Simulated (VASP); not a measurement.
A run of VASP 6.6.1 is set up as follows.

INCAR

```
SYSTEM = CuO
ALGO     = Normal         ! electronic algorithm
EDIFF    = 1E-6           ! SCF threshold, eV
ENCUT    = 520            ! plane-wave cutoff, eV
GGA      = PE             ! functional
ISIF     = 2              ! what is computed and relaxed
ISMEAR   = -1             ! smearing method
LASPH    = .True.         ! aspherical terms in the spheres
LCHARG   = .False.        ! write CHGCAR
LREAL    = .False.        ! projectors in reciprocal space
LWAVE    = .False.        ! write WAVECAR
NBANDS   = 34             ! bands
NELM     = 100            ! most SCF steps
PREC     = Accurate       ! precision mode
SIGMA    = 0.05           ! smearing width, eV
```

Contents of KPOINTS:

```
k-points
0
Gamma
  7 7 7
  0 0 0
```

The input POSCAR:

```
CuO
1.0
    4.1723203145      0.0000000000      0.0000000000
    0.0000000000      4.1723203145      0.0000000000
    0.0000000000      0.0000000000      3.8724061044
Cu O
3 3
Direct
    0.5000000000      0.0000000000      0.5000000000
    0.0000000000      0.5000000000      0.5000000000
    0.0000000000      0.0000000000      0.0000000000
    0.0000000000      0.0000000000      0.5000000000
    0.5000000000      0.0000000000      0.0000000000
    0.0000000000      0.5000000000      0.0000000000
```

Potentials or basis: VASP PAW PBE potentials, release 64 (Cu, O).

Launch:

```sh
$ cat potpaw_PBE.64/Cu/POTCAR potpaw_PBE.64/O/POTCAR > POTCAR
$ mpirun -np 1 vasp_std > vasp.out
```

Question: Predict the pressure.

Answer: 2.6 GPa.

Question: Estimate the band gap on the k mesh.

Answer: Zero (an odd number of electrons rules out a gap without spin polarisation).

Stress tensor (GPa, compression positive):
```
2.31 0.00 0.00
0.00 2.31 0.00
0.00 0.00 3.17
```

Caveat: an odd number of electrons without spin polarisation forces a metal; a magnetic or distorted state may lie lower; semilocal functionals often make such compounds metallic where correlation or magnetic order opens a gap, which also shifts bond lengths. With open d or f shells a metallic result of PBE can be an artefact of self-interaction; +U or a hybrid may open a gap.
